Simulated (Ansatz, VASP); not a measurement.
**One calculation of MgO, two programs**

File INCAR:

```
PREC = Accurate
ENCUT = 520
EDIFF = 1E-6
ISMEAR = -1
SIGMA = 0.05
LREAL = False
LASPH = True
NELM = 60
ALGO = Normal
ISIF = 2
LWAVE = False
LCHARG = False
GGA = PE
NBANDS = 11
```

KPOINTS

```
Automatic mesh
0
Gamma
  16 16 16
```

POSCAR

```
MgO
1.0
    0.0000000000      2.1269184909      2.1269184909
    2.1269184909      0.0000000000      2.1269184909
    2.1269184909      2.1269184909      0.0000000000
Mg O
1 1
Direct
    0.0000000000      0.0000000000      0.0000000000
    0.5000000000      0.5000000000      0.5000000000
```

Input for Ansatz:

```yaml
crystal:
  lattice:
    - [0.0, 2.1269184909, 2.1269184909]
    - [2.1269184909, 0.0, 2.1269184909]
    - [2.1269184909, 2.1269184909, 0.0]
  atoms:
    - { symbol: Mg, position: [0.0, 0.0, 0.0] }
    - { symbol: O, position: [0.5, 0.5, 0.5] }
kpoints:
  mp_grid: { grid: [16, 16, 16] }
  band_path:
    path:
      - [0.0, 0.0, 0.0]
      - [0.5, 0.0, 0.5]
      - [0.625, 0.25, 0.625]
      - [0.375, 0.375, 0.75]
      - [0.0, 0.0, 0.0]
      - [0.5, 0.5, 0.5]
      - [0.5, 0.25, 0.75]
      - [0.5, 0.0, 0.5]
    npoints: 5
scf:
  occupations: { method: fermi_dirac, width: 0.05 }
hamiltonian:
  xc: pbe
  pseudopotentials:
    kind: all_electron
    lapw: { basis_error: 0.001 }
    relativity: none
output:
  forces: true
  stress: true
  eigenvalues: true
```

Alike in both runs: task single point; functional PBE; k mesh 16 × 16 × 16; occupations fermi-dirac, width 0.05 eV; no spin polarisation.

|  | VASP | Ansatz |
| --- | --- | --- |
| version | VASP 6.6.1 | Ansatz 0.2.0 |
| potentials or method | VASP PAW PBE potentials, release 64 (Mg, O), cutoff 520 eV | all-electron LAPW, non-relativistic |

|  | VASP | Ansatz | Ansatz less VASP |
| --- | --- | --- | --- |
| gap on the k mesh at the Fermi level (eV) | 4.44 | 4.51 | +0.065 |
| pressure (GPa) | -0.8 | 0.2 | +0.92 |

Ansatz ran all-electron here, and VASP with PAW potentials.
